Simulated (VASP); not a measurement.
Set up this calculation in VASP 6.6.1, as the native input.

- Task: single point
- Functional: r2SCAN
- Potentials or basis: VASP PAW PBE potentials, release 64 (La, Sn_d, Al, Ru_pv)
- Cutoff: 520 eV
- k mesh: 4 × 4 × 3
- Occupations: tetrahedron
- Spin: no spin polarisation
- Dipole correction: no
- Further INCAR settings: ALGO = Normal; EDIFF = 1e-07; NBANDS = 38

The system is LaAl2SnRu2.

```
La Sn Al Ru
1.0
     4.55024    0.00000    0.00000
     0.00000    4.55024    0.00000
     0.00000    0.00000    6.11811
La Sn Al Ru
1 1 2 2
Direct
  0.00000 0.00000 0.50000
  0.00000 0.00000 0.00000
  0.50000 0.50000 0.25370
  0.50000 0.50000 0.74630
  0.00000 0.50000 0.00000
  0.50000 0.00000 0.00000
```

The input as run:

POSCAR

```
LaAl2SnRu2
1.0
    4.5502420000      0.0000000000      0.0000000000
    0.0000000000      4.5502420000      0.0000000000
    0.0000000000      0.0000000000      6.1181060000
La Sn Al Ru
1 1 2 2
Direct
    0.0000000000      0.0000000000      0.5000000000
    0.0000000000      0.0000000000      0.0000000000
    0.5000000000      0.5000000000      0.2537000000
    0.5000000000      0.5000000000      0.7463000000
    0.0000000000      0.5000000000      0.0000000000
    0.5000000000      0.0000000000      0.0000000000
```

INCAR.step1

```
SYSTEM = LaAl2SnRu2
  PREC = Accurate
  ENCUT = 520
  ISMEAR = -4
  SIGMA = 0.1
  LREAL = .FALSE.
  LASPH = .TRUE.
  NELM = 100
  NBANDS = 38
  GGA = PE
  ALGO = Normal
  EDIFF = 1E-4
  LWAVE = .TRUE.
  LCHARG = .FALSE.
```

INCAR.step2

```
SYSTEM = LaAl2SnRu2
  PREC = Accurate
  ENCUT = 520
  EDIFF = 1E-7
  ISMEAR = -4
  SIGMA = 0.1
  LREAL = .FALSE.
  LASPH = .TRUE.
  NELM = 100
  ALGO = Normal
  ISIF = 2
  LWAVE = .FALSE.
  LCHARG = .TRUE.
  METAGGA = R2SCAN
  LMIXTAU = .TRUE.
  LELF = .TRUE.
  LVHAR = .TRUE.
  NBANDS = 38
  ISTART = 1
```

KPOINTS

```
Automatic mesh
0
G
  4 4 3
  0 0 0
```

Potentials or basis: VASP PAW PBE potentials, release 64 (La, Sn_d, Al, Ru_pv).

The run is started by

```sh
$ cat potpaw_PBE.64/La/POTCAR potpaw_PBE.64/Sn_d/POTCAR potpaw_PBE.64/Al/POTCAR potpaw_PBE.64/Ru_pv/POTCAR > POTCAR
$ cp INCAR.step1 INCAR
$ mpirun -np 1 vasp_std > vasp.out
$ cp INCAR.step2 INCAR
$ mpirun -np 1 vasp_std > vasp.out
```

Results of the run:

| Quantity | Value |
| --- | --- |
| Pressure | 10.9 GPa |
| Largest force | 0.596 eV/Å |

Caveat: the PAW data sets were made with another functional, which shifts forces and pressure a little.

It took 4.1 min on 1 thread of Intel Xeon 6975P-C, on a shared host, peak memory 0.3 GiB.
